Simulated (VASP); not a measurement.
# BaTiO3 (R3m) in VASP: a series of runs

The runs below take BaTiO3 through single point, relaxation of cell and atoms, with r2SCAN.

Program: VASP 6.6.1. These are calculated values, not measurements. Logs are shortened: lines on timing, memory, paths and dates and some standing lists are left out, and cuts for length are marked.

### 1 The cell of the first run

Symmetry: R3m, No. 160, trigonal system. The conventional cell has a = 5.680 Å, b = 5.680 Å, c = 6.994 Å, α = 90.00°, β = 90.00°, γ = 120.00°. Within 3.7 Å of Ba (site symmetry 3m) lie 12 O at 2.78 to 2.93 Å and 8 Ti at 3.40 to 3.59 Å. Ti (site symmetry 3m) has 6 O at 1.87 to 2.16 Å within 2.5 Å. O (site symmetry m) has 2 Ti at 1.87 to 2.16 Å within 2.5 Å.

### 2 Single point, r2SCAN

POSCAR reads:

```
BaTiO3
1.0
    2.8400746036      1.6397178369      2.3313690704
   -2.8400746036      1.6397178369      2.3313690704
    0.0000000000     -3.2794356738      2.3313690704
Ba Ti O
1 1 3
Direct
   -0.0031962439     -0.0031962439     -0.0031962439
    0.4833445278      0.4833445278      0.4833445278
    0.5098140989      0.5098140989      0.0194235213
    0.0194235213      0.5098140989      0.5098140989
    0.5098140989      0.0194235213      0.5098140989
```

INCAR.step1 reads:

```
SYSTEM = BaTiO3
ALGO     = Normal         ! electronic algorithm
EDIFF    = 1E-4           ! SCF threshold, eV
ENCUT    = 520            ! plane-wave cutoff, eV
GGA      = PE             ! functional
ISMEAR   = 0              ! smearing method
LASPH    = .True.         ! aspherical terms in the spheres
LCHARG   = .False.        ! write CHGCAR
LREAL    = .False.        ! projectors in reciprocal space
LWAVE    = .True.         ! write WAVECAR
NBANDS   = 28             ! bands
NELM     = 100            ! most SCF steps
PREC     = Accurate       ! precision mode
SIGMA    = 0.01           ! smearing width, eV
```

INCAR.step2 reads:

```
SYSTEM = BaTiO3
ALGO     = Normal         ! electronic algorithm
EDIFF    = 1E-6           ! SCF threshold, eV
ENCUT    = 520            ! plane-wave cutoff, eV
ISIF     = 2              ! what is computed and relaxed
ISMEAR   = 0              ! smearing method
ISTART   = 1            
LASPH    = .True.         ! aspherical terms in the spheres
LCHARG   = .False.        ! write CHGCAR
LMIXTAU  = .True.       
LREAL    = .False.        ! projectors in reciprocal space
LWAVE    = .False.        ! write WAVECAR
METAGGA  = R2SCAN         ! meta-GGA
NBANDS   = 28             ! bands
NELM     = 100            ! most SCF steps
PREC     = Accurate       ! precision mode
SIGMA    = 0.01           ! smearing width, eV
```

KPOINTS reads:

```
k-points
0
Gamma
  6 6 6
  0 0 0
```

Potentials or basis: VASP PAW PBE potentials, release 64 (Ba_sv, Ti_sv, O).

On the command line:

```
$ cat potpaw_PBE.64/Ba_sv/POTCAR potpaw_PBE.64/Ti_sv/POTCAR potpaw_PBE.64/O/POTCAR > POTCAR
$ cp INCAR.step1 INCAR
$ mpirun -np 1 vasp_std > vasp.out
$ cp INCAR.step2 INCAR
$ mpirun -np 1 vasp_std > vasp.out
```

OUTCAR:

```text
SYSTEM = BaTiO3
   EDIFF = 1E-6
   ENCUT = 520
   ISIF = 2
   ISMEAR = 0
   ISTART = 1
   LASPH = .True.
   LREAL = .False.
   METAGGA = R2SCAN
   NELM = 100
   PREC = Accurate

 ion  position               nearest neighbor table
   1  0.997  0.997  0.997-   3 2.78   4 2.78   5 2.78   4 2.84   5 2.84   5 2.84   4 2.84   3 2.84
                             3 2.84   3 2.93   4 2.93   5 2.93   2 3.40   2 3.45   2 3.45   2 3.45
   2  0.483  0.483  0.483-   3 1.87   4 1.87   5 1.87   3 2.16   4 2.16   5 2.16   1 3.40   1 3.45
                             1 3.45   1 3.45   1 3.51   1 3.51   1 3.51   1 3.59
   3  0.510  0.510  0.019-   2 1.87   2 2.16   1 2.78   1 2.84   1 2.84   1 2.93
   4  0.019  0.510  0.510-   2 1.87   2 2.16   1 2.78   1 2.84   1 2.84   1 2.93
   5  0.510  0.019  0.510-   2 1.87   2 2.16   1 2.78   1 2.84   1 2.84   1 2.93

  LATTYP: Found a trigonal (rhomboedric) cell.
 ALAT       =     4.0236774325
 COS(alpha) =     0.0035782980

  Lattice vectors:

 A1 = (   2.8400746036,   1.6397178369,   2.3313690704)
 A2 = (  -2.8400746036,   1.6397178369,   2.3313690704)
 A3 = (   0.0000000000,  -3.2794356738,   2.3313690704)

Analysis of symmetry for initial positions (statically):
=====================================================================
 Subroutine PRICEL returns:
 Original cell was already a primitive cell.

 Routine SETGRP: Setting up the symmetry group for a
 trigonal (rhombohedral) supercell.

 Subroutine GETGRP returns: Found  6 space group operations
 (whereof  6 operations were pure point group operations)
 out of a pool of 12 trial point group operations.

The static configuration has the point symmetry C_3v.

Analysis of symmetry for dynamics (positions and initial velocities):
=====================================================================
 Subroutine PRICEL returns:
 Original cell was already a primitive cell.

 Routine SETGRP: Setting up the symmetry group for a
 trigonal (rhombohedral) supercell.

 Subroutine GETGRP returns: Found  6 space group operations
 (whereof  6 operations were pure point group operations)
 out of a pool of 12 trial point group operations.

The dynamic configuration has the point symmetry C_3v.

 Subroutine INISYM returns: Found  6 space group operations
 (whereof  6 operations are pure point group operations),
 and found     1 'primitive' translations

----------------------------------------------------------------------------------------

                                     Primitive cell

  volume of cell :      65.1420

  direct lattice vectors                    reciprocal lattice vectors
     2.840074604  1.639717837  2.331369070     0.176051713  0.101643504  0.142977505
    -2.840074604  1.639717837  2.331369070    -0.176051713  0.101643504  0.142977505
     0.000000000 -3.279435674  2.331369070     0.000000000 -0.203287008  0.142977505

  length of vectors
     4.023677433  4.023677433  4.023677433     0.248532040  0.248532040  0.248532040

  position of ions in fractional coordinates (direct lattice)
     0.996803756  0.996803756  0.996803756
     0.483344528  0.483344528  0.483344528
     0.509814099  0.509814099  0.019423521
     0.019423521  0.509814099  0.509814099
     0.509814099  0.019423521  0.509814099

  ion indices of the primitive-cell ions
   primitive index   ion index
                 1           1
                 2           2
                 3           3
                 4           4
                 5           5

----------------------------------------------------------------------------------------

 KPOINTS: k-points

Automatic generation of k-mesh.
 Grid dimensions read from file:
 generate k-points for:    6    6    6

 Generating k-lattice:

  Cartesian coordinates                     Fractional coordinates (reciprocal lattice)
     0.029341952  0.016940584  0.023829584     0.166666667  0.000000000  0.000000000
    -0.029341952  0.016940584  0.023829584     0.000000000  0.166666667  0.000000000
     0.000000000 -0.033881168  0.023829584     0.000000000  0.000000000  0.166666667

  Length of vectors
     0.041422007  0.041422007  0.041422007

  Shift w.r.t. Gamma in fractional coordinates (k-lattice)
     0.000000000  0.000000000  0.000000000

 Subroutine IBZKPT returns following result:
 ===========================================

 Found     32 irreducible k-points:

 Following reciprocal coordinates:
            Coordinates               Weight
  0.000000  0.000000  0.000000      1.000000
  0.166667  0.000000 -0.000000      6.000000
  0.333333  0.000000  0.000000      6.000000
  0.500000  0.000000 -0.000000      3.000000
  0.166667  0.166667 -0.000000      6.000000
  0.333333  0.166667  0.000000     12.000000
[... 16 lines left out ...]
  0.500000  0.500000  0.166667      6.000000
 -0.333333  0.500000  0.166667     12.000000
 [... further k-points ...]
   k-points           NKPTS =     32   k-points in BZ     NKDIM =     32   number of bands    NBANDS=     28
   number of dos      NEDOS =    301   number of ions     NIONS =      5
   total plane-waves  NPLWV =  27000
   dimension x,y,z NGX =    30 NGY =   30 NGZ =   30
   dimension x,y,z NGXF=    60 NGYF=   60 NGZF=   60
   ions per type =               1   1   3
   NGX,Y,Z   is equivalent  to a cutoff of  12.40, 12.40, 12.40 a.u.
   NGXF,Y,Z  is equivalent  to a cutoff of  24.79, 24.79, 24.79 a.u.
 SYSTEM =  BaTiO3
   PREC   = accura    normal or accurate (medium, high low for compatibility)
   ISTART =      1    job   : 0-new  1-cont  2-samecut
   ICHARG =      0    charge: 1-file 2-atom 10-const
   ISPIN  =      1    spin polarized calculation?
   LNONCOLLINEAR =      F non collinear calculations
   LSORBIT =      F    spin-orbit coupling
   LASPH  =      T    aspherical Exc in radial PAW
   ENCUT  =  520.0 eV  38.22 Ry    6.18 a.u.   7.48  7.48  7.48*2*pi/ulx,y,z
   NELM   =    100;   NELMIN=  2; NELMDL=  0     # of ELM steps
   EDIFF  = 0.1E-05   stopping-criterion for ELM
   LREAL  =      F    real-space projection
   EDIFFG = 0.1E-04   stopping-criterion for IOM
   NSW    =      0    number of steps for IOM
   IBRION =     -1    ionic relax: 0-MD 1-quasi-New 2-CG
   NFREE  =      0    steps in history (QN), initial steepest desc. (CG)
   ISIF   =      2    stress and relaxation
   ISYM   =      2    0-nonsym 1-usesym 2-fastsym
   POTIM  = 0.5000    time-step for ionic-motion
   TEBEG  =    0.0;   TEEND  =   0.0 temperature during run
   PSTRESS=    0.0 pullay stress
   NELECT =      40.0000    total number of electrons
   NUPDOWN=      -1.0000    fix difference up-down
   EMIN   =  10.00;   EMAX   =-10.00  energy-range for DOS
   EFERMI =   0.00;   METHOD = LEGACY
   ISMEAR =     0;   SIGMA  =   0.01  broadening in eV -4-tet -1-fermi 0-gaus
   EFERMI_NEDOS =   21; number of points for ismear=-14 and -15
   IALGO  =     38    algorithm
   IMIX   =      4    mixing-type and parameters
     AMIX     =   0.40;   BMIX     =  1.00
     AMIX_MAG =   1.60;   BMIX_MAG =  1.00
  volume/ion in A,a.u.               =      13.03        87.92
  Fermi-wavevector in a.u.,A,eV,Ry     =   1.391472  2.629501 26.343520  1.936194
  Thomas-Fermi vector in A             =   2.515308
   LORBIT       =      0    0 simple, 1 ext, 2 COOP (PROOUT), +10 PAW based schemes
   METAGGA = R2SCAN    functional components
   LHFCALC =     F    Hartree Fock is set to
   AEXX    =    0.0000 exact exchange contribution
   IVDW    =     0    specifies the selected vdW correction
   LEPSILON=     F    determine dielectric tensor
   LRPA    =     F    only Hartree local field effects (RPA)
 non-spin polarized calculation
 Gauss-broadening in eV      SIGMA  =   0.01
  energy-cutoff  :      520.00
  volume of cell :       65.14
 maximum number of plane-waves:      1776
 NGX is ok and might be reduce to    30
   NGX = 15   NGY = 15   NGZ = 15

 number of electron      40.0000008 magnetization

 Free energy of the ion-electron system (eV)
  ---------------------------------------------------
  ext. energy  EPLUGINS =         0.00000000
  ---------------------------------------------------
  free energy    TOTEN  =       -74.26838874 eV

  energy without entropy =      -74.26838874  energy(sigma->0) =      -74.26838874

 E-fermi :   3.3937     XC(G=0): -11.8071

 val. band max:        3.3394922109   @ k =   0.5000   0.5000   0.5000
 cond. band min:       6.1870273077   @ k =   0.0000   0.0000   0.0000
 fundamental gap:      2.8475350968
 Fermi energy:         3.3937475964

 k-point     1 :       0.0000    0.0000    0.0000
  band No.  band energies     occupation
      1     -55.1724      2.00000
      2     -30.3747      2.00000
      3     -30.3747      2.00000
      4     -30.3723      2.00000
      5     -22.1530      2.00000
      6     -14.4125      2.00000
[... 20 lines left out ...]
     27       8.9566      0.00000
     28      11.4500      0.00000

 k-point     2 :       0.1667    0.0000   -0.0000
  band No.  band energies     occupation
      1     -55.1721      2.00000
      2     -30.3879      2.00000
      3     -30.3743      2.00000
      4     -30.3725      2.00000
      5     -22.1241      2.00000
      6     -14.4292      2.00000
[... 20 lines left out ...]
     27       9.4862      0.00000
     28      12.0951      0.00000

 k-point     3 :       0.3333    0.0000    0.0000
  band No.  band energies     occupation
      1     -55.1716      2.00000
      2     -30.4152      2.00000
      3     -30.3733      2.00000
      4     -30.3716      2.00000
      5     -22.0651      2.00000
      6     -14.5389      2.00000
[... 20 lines left out ...]
     27      10.7354      0.00000
     28      12.2962      0.00000

 k-point     4 :       0.5000    0.0000   -0.0000
  band No.  band energies     occupation
      1     -55.1713      2.00000
      2     -30.4288      2.00000
      3     -30.3729      2.00000
      4     -30.3711      2.00000
      5     -22.0349      2.00000
      6     -14.6138      2.00000
[... 578 lines left out ...]
     27      11.4075      0.00000
     28      12.4708      0.00000

 k-point    23 :       0.5000    0.5000    0.1667
  band No.  band energies     occupation
      1     -55.1700      2.00000
      2     -30.4259      2.00000
      3     -30.4240      2.00000
      4     -30.3834      2.00000
      5     -21.9443      2.00000
      6     -13.9683      2.00000
[... 20 lines left out ...]
     27      12.4173      0.00000
     28      12.8327      0.00000

 k-point    24 :      -0.3333    0.5000    0.1667
  band No.  band energies     occupation
      1     -55.1703      2.00000
      2     -30.4258      2.00000
      3     -30.4117      2.00000
      4     -30.3838      2.00000
      5     -21.9625      2.00000
      6     -14.1191      2.00000
[... 20 lines left out ...]
     27      12.0735      0.00000
     28      12.5973      0.00000

 [... further k-points ...]

------------------------ aborting loop because EDIFF is reached ----------------------------------------

  FORCE on cell =-STRESS in cart. coord.  units (eV):
  Direction    XX          YY          ZZ          XY          YZ          ZX
  --------------------------------------------------------------------------------------
  -------------------------------------------------------------------------------------
  Total        0.7955691      0.7955691      0.7421107      0.0000000     -0.0000000      0.0000000
  in kB       19.5671400     19.5671400     18.2523230      0.0000000     -0.0000000      0.0000000
  external PRESSURE =      19.1288676 kB  Pullay stress =       0.0000000 kB

 VOLUME and BASIS-vectors are now :
 -----------------------------------------------------------------------------
  energy-cutoff  :      520.00
  volume of cell :       65.14
      direct lattice vectors                 reciprocal lattice vectors
     2.840074604  1.639717837  2.331369070     0.176051713  0.101643504  0.142977505
    -2.840074604  1.639717837  2.331369070    -0.176051713  0.101643504  0.142977505
     0.000000000 -3.279435674  2.331369070     0.000000000 -0.203287008  0.142977505

 POSITION                                       TOTAL-FORCE (eV/Angst)
 -----------------------------------------------------------------------------------
      0.00000      0.00000      6.97175        -0.000000     -0.000000      0.030096
      0.00000      0.00000      3.38056        -0.000000      0.000000      0.174081
      0.00000      1.60820      2.42241        -0.000000      0.075904     -0.068059
     -1.39275     -0.80410      2.42241        -0.065735     -0.037952     -0.068059
      1.39275     -0.80410      2.42241         0.065735     -0.037952     -0.068059
 -----------------------------------------------------------------------------------
    total drift:                                0.000000      0.000001     -0.004195

  FREE ENERGIE OF THE ION-ELECTRON SYSTEM (eV)
  ---------------------------------------------------
  free  energy   TOTEN  =       -74.2683887369 eV

  energy  without entropy=      -74.2683887369  energy(sigma->0) =      -74.26838874
```

Wall time 5.9 min (1 thread of Intel Xeon 8259CL, shared host); peak memory 0.21 GiB.

Results:

```
Free energy            : -74.2684 eV
Pressure               : 1.9 GPa
Largest force          : 0.174 eV/Å
Band gap on the k mesh : 2.85 eV (least direct gap 3.31 eV)
```

Forces in eV/Å, atoms in the order of the input:
```
Ba   0.000  0.000  0.030
Ti   0.000  0.000  0.174
O    0.000  0.076 -0.068
O   -0.066 -0.038 -0.068
O    0.066 -0.038 -0.068
```

Stress tensor (GPa, compression positive):
```
1.96 0.00 0.00
0.00 1.96 0.00
0.00 0.00 1.83
```

Levels at points of the mesh, in eV from the valence-band top:
| k point | band 18 | band 19 | band 20 | band 21 | band 22 | band 23 |
| --- | --- | --- | --- | --- | --- | --- |
| (0.00, 0.00, 0.00) | -0.58 | -0.46 | -0.46 | 2.85 | 2.85 | 2.99 |
| (0.50, 0.00, 0.00) | -1.58 | -1.01 | -0.89 | 3.01 | 4.14 | 4.26 |
| (0.50, 0.50, 0.00) | -0.91 | -0.86 | -0.09 | 4.23 | 4.23 | 4.58 |
| (0.50, 0.50, 0.50) | -0.02 | -0.02 | 0.00 | 4.66 | 4.85 | 4.85 |

Caveat: the PAW data sets were made with another functional, which shifts forces and pressure a little; spin-orbit coupling is left out, which moves the levels of the heavy elements. r2SCAN opens gaps a little over a GGA but as a rule still falls short of measured ones.

### 3 Relaxation of cell and atoms, r2SCAN

This run uses another cell than the first one, of 12.84 Å³/atom.

POSCAR reads:

```
BaTiO3
1.0
    2.8273666100      1.6323808700      2.3183934900
   -2.8273666100      1.6323808700      2.3183934900
    0.0000000000     -3.2647617400      2.3183934900
Ba Ti O
1 1 3
Direct
    0.0000000000      0.0000000000      0.0000000000
    0.4845000003      0.4845000003      0.4845000003
    0.5086000008      0.5086000008      0.0175000010
    0.0175000007      0.5086000000      0.5086000018
    0.5086000000      0.0175000007      0.5086000018
```

INCAR.step1 reads:

```
SYSTEM = BaTiO3
  PREC = Accurate
  ENCUT = 600
  ISMEAR = 0
  SIGMA = 0.01
  LREAL = .False.
  LASPH = .True.
  NELM = 80
  GGA = PE
  ALGO = Normal
  EDIFF = 1E-4
  LWAVE = .True.
  LCHARG = .False.
```

INCAR.step2 reads:

```
SYSTEM = BaTiO3
  PREC = Accurate
  ENCUT = 600
  EDIFF = 1E-6
  ISMEAR = 0
  SIGMA = 0.01
  LREAL = .False.
  LASPH = .True.
  NELM = 80
  ALGO = Normal
  ISIF = 3
  LWAVE = .False.
  LCHARG = .False.
  METAGGA = R2SCAN
  LMIXTAU = .True.
  IBRION = 2
  NSW = 50
  EDIFFG = -0.01
  ISTART = 1
```

KPOINTS reads:

```
Automatic mesh
0
Gamma
  6 6 6
  0 0 0
```

Potentials or basis: VASP PAW PBE potentials, release 64 (Ba_sv, Ti_sv, O).

On the command line:

```
$ cat potpaw_PBE.64/Ba_sv/POTCAR potpaw_PBE.64/Ti_sv/POTCAR potpaw_PBE.64/O/POTCAR > POTCAR
$ cp INCAR.step1 INCAR
$ mpirun -np 1 vasp_std > vasp.out
$ cp INCAR.step2 INCAR
$ mpirun -np 1 vasp_std > vasp.out
```

It took 20 min on 1 thread of Intel Xeon 8259CL, shared host; peak memory 0.25 GiB.

Results (log left out):

```yaml
Free_energy: -74.2793 eV
Relaxed_volume: 13.14 Å³/atom
Relaxed_cell: a = 4.035 Å, b = 4.035 Å, c = 4.035 Å, α = 89.82°, β = 89.82°, γ = 89.82°
Space_group_after_relaxing_to_0.1_Å: R3m (No. 160)
Energy_gained_by_relaxing: 3.4 meV/atom
Ionic_steps: 8
Pressure_after_relaxing: 0.0 GPa
Largest_force_after_relaxing: 0.004 eV/Å
Band_gap_on_the_k_mesh: 2.76 eV (least direct gap 3.21 eV)
```

Forces on the atoms (eV/Å):
```
Ba   0.000  0.000  0.001
Ti   0.000  0.000 -0.004
O    0.000 -0.004  0.001
O    0.004  0.002  0.001
O   -0.004  0.002  0.001
```

Step by step:
```csv
step,energy change (eV),largest force (eV/Å),pressure (GPa),volume (Å³)
1,0.0000,0.2540,3.77,64.20
2,0.0090,0.3094,-4.26,67.05
3,-0.0155,0.0908,0.04,65.44
4,-0.0162,0.0612,0.03,65.50
5,-0.0167,0.0485,0.01,65.61
6,-0.0169,0.0239,0.02,65.64
7,-0.0170,0.0065,0.03,65.67
8,-0.0170,0.0043,-0.03,65.71
```

Final structure:
```xyz
5
Lattice="2.8488 1.6448 2.3371 -2.8488 1.6448 2.3371 0.0000 -3.2896 2.3371" Properties=species:S:1:pos:R:3 pbc="T T T"
Ba    0.0000    0.0000    6.9940
Ti    0.0000    0.0000    3.3952
O     0.0000    1.6137    2.4246
O    -1.3975   -0.8069    2.4246
O     1.3975   -0.8069    2.4246
```

Levels at points of the mesh, in eV from the valence-band top:
| k point | band 18 | band 19 | band 20 | band 21 | band 22 | band 23 |
| --- | --- | --- | --- | --- | --- | --- |
| (0.00, 0.00, 0.00) | -0.56 | -0.45 | -0.45 | 2.76 | 2.76 | 2.89 |
| (0.50, 0.00, 0.00) | -1.58 | -0.99 | -0.88 | 2.92 | 4.07 | 4.18 |
| (0.50, 0.50, 0.00) | -0.91 | -0.87 | -0.09 | 4.14 | 4.15 | 4.50 |
| (0.50, 0.50, 0.50) | -0.02 | -0.02 | 0.00 | 4.59 | 4.76 | 4.76 |

Caveat: the PAW data sets were made with another functional, which shifts forces and pressure a little; spin-orbit coupling is left out, which moves the levels of the heavy elements.
